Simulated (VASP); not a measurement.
## Mn: single point with LDA

Crystal: Mn.

```
Mn
1.0
     2.16866    0.00000    0.00000
     0.00000    2.16866    0.00000
     0.00000    0.00000    2.16866
Mn
1
Cartesian
  0.0000 0.0000 0.0000
```

This cell differs from its parent crystal: volume scaled by 0.92.

```yaml
Program: VASP 6.6.1
Task: single point
Functional: LDA
Potentials_or_basis: VASP PAW LDA potentials, release 64 (Mn_pv)
Cutoff: 520 eV
k_mesh: 16 × 16 × 16
Occupations: fermi-dirac, width 0.1 eV
Spin: no spin polarisation
Dipole_correction: no
Further_INCAR_settings: ALGO = Normal; EDIFF = 1e-07; NBANDS = 12
```

The pressure is 26.6 GPa.

Levels at points of the mesh, in eV from the Fermi level:
```tsv
k point	band 2	band 3	band 4	band 5	band 6	band 7	band 8	band 9	band 10	band 11
(0.00, 0.00, 0.00)	-47.21	-47.21	-8.65	-4.49	-4.49	2.06	2.06	2.06	22.37	22.37
(0.50, 0.00, 0.00)	-47.08	-47.08	-4.00	-3.59	-1.05	-0.25	-0.25	2.27	8.13	23.66
(0.50, 0.50, 0.00)	-48.40	-46.96	-6.13	-2.62	0.25	0.25	3.64	7.01	7.01	14.25
(0.50, 0.50, 0.50)	-48.21	-48.21	-4.26	-4.26	-4.26	3.77	3.77	12.24	16.35	16.35
```

It took 7.7 s on 1 thread of AMD EPYC 9R45 96-Core Processor (Zen 5) (shared host), peak memory 0.09 GiB.

Caveat: the run has no spin polarisation, though such a crystal can be magnetic. Spin polarisation is off, so any magnetic state and its effect on volume and gap are missing.
